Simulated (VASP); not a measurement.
NbAg3:

```
Nb Ag
1.0
     4.12466    0.00000    0.00000
    -2.06233    3.57206    0.00000
     0.00000    0.00000    5.17612
Nb Ag
1 3
Direct
  0.00000 0.00000 0.50000
  0.00000 0.00000 0.00000
  0.66667 0.33333 0.00000
  0.33333 0.66667 0.00000
```

The cell was generated, and may not be a known phase.

* Program: VASP 6.6.1
* Task: relaxation of cell and atoms
* Functional: PBE
* Potentials or basis: VASP PAW PBE potentials, release 64 (Nb_sv, Ag)
* Cutoff: 600 eV
* k mesh: 6 × 6 × 4
* Occupations: gaussian, width 0.1 eV
* Spin: no spin polarisation

At the start: pressure 46.1 GPa; volume 19.07 Å³/atom.

**Question.** How do energy, volume and symmetry change on relaxing?

**Answer.** Over 10 steps the energy falls by 913.7 meV/atom and the volume is 24.55 Å³/atom (+28.8 %); space group P6/mmm (No. 191, to 0.1 Å) before and after.

The path:
| step | energy change (eV) | largest force (eV/Å) | pressure (GPa) | volume (Å³) |
| --- | --- | --- | --- | --- |
| 1 | 0.0000 | 0.0000 | 46.06 | 76.26 |
| 2 | -1.2025 | 0.0000 | -8.21 | 149.89 |
| 3 | -3.5657 | 0.0000 | -3.16 | 104.46 |
| 4 | -3.5801 | 0.0000 | -2.43 | 103.11 |
| 5 | -3.5857 | 0.0000 | -1.53 | 101.61 |
| 6 | -3.5850 | 0.0000 | -1.87 | 102.15 |
| 7 | -3.6532 | 0.0000 | -0.55 | 99.25 |
| 8 | -3.6543 | 0.0000 | -0.33 | 98.88 |
| 9 | -3.6543 | 0.0000 | -0.29 | 98.81 |
| 10 | -3.6549 | 0.0000 | 0.13 | 98.19 |

Final structure:
```cif
data_structure
_symmetry_space_group_name_H-M 'P 1'
_symmetry_Int_Tables_number 1
_cell_length_a 4.7494
_cell_length_b 4.7494
_cell_length_c 5.0267
_cell_angle_alpha 90.000
_cell_angle_beta 90.000
_cell_angle_gamma 120.000
_cell_volume 98.19
loop_
_atom_site_label
_atom_site_type_symbol
_atom_site_fract_x
_atom_site_fract_y
_atom_site_fract_z
_atom_site_occupancy
Nb1 Nb 0.00000 0.00000 0.50000 1
Ag1 Ag 0.00000 0.00000 0.00000 1
Ag2 Ag 0.66667 0.33333 0.00000 1
Ag3 Ag 0.33333 0.66667 0.00000 1
```

Caveat: the volume moved by over 15 % at a fixed basis, so the end points are rough.
